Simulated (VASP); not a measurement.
**Pt: single point with r2SCAN**

Crystal: Pt.

```
CELL_PARAMETERS angstrom
2.67249 0.00000 0.00000
-1.33624 2.31444 0.00000
0.00000 0.00000 2.66720
ATOMIC_POSITIONS crystal
Pt 0.00000 0.00000 0.00000
```

```json
{
 "Program": "VASP 6.6.1",
 "Task": "single point",
 "Functional": "r2SCAN",
 "Potentials or basis": "VASP PAW PBE potentials, release 64 (Pt)",
 "Cutoff": "520 eV",
 "k mesh": "9 × 9 × 6",
 "Occupations": "gaussian, width 0.1 eV",
 "Spin": "no spin polarisation"
}
```

- Pressure: 0.6 GPa
- Band gap on the k mesh: zero (band 5 reaches 10.95 eV, above the bottom of band 6 at 8.24 eV)

Stress tensor (GPa, compression positive):
```
0.77 0.00 0.00
0.00 0.77 0.00
0.00 0.00 0.27
```

Levels at points of the mesh, in eV from the Fermi level:
| k point | band 1 | band 2 | band 3 | band 4 | band 5 | band 6 | band 7 | band 8 | band 9 | band 10 |
| --- | --- | --- | --- | --- | --- | --- | --- | --- | --- | --- |
| (0.00, 0.00, 0.00) | -9.18 | -5.77 | -3.31 | -3.31 | 0.53 | 0.53 | 14.67 | 16.70 | 22.87 | 22.87 |
| (0.00, 0.00, 0.50) | -6.98 | -2.94 | -2.94 | -1.22 | -1.22 | -0.61 | 4.35 | 19.15 | 22.86 | 23.40 |

It took 36 s on 1 thread of Intel(R) Xeon(R) Platinum 8375C CPU @ 2.90GHz (Ice Lake), with other jobs on the host, peak memory 0.12 GiB.

Caveat: the k points lie up to 0.39 Å⁻¹ apart; the PAW data sets were made with another functional, which shifts forces and pressure a little; spin-orbit coupling is left out, which moves the levels of the heavy elements.
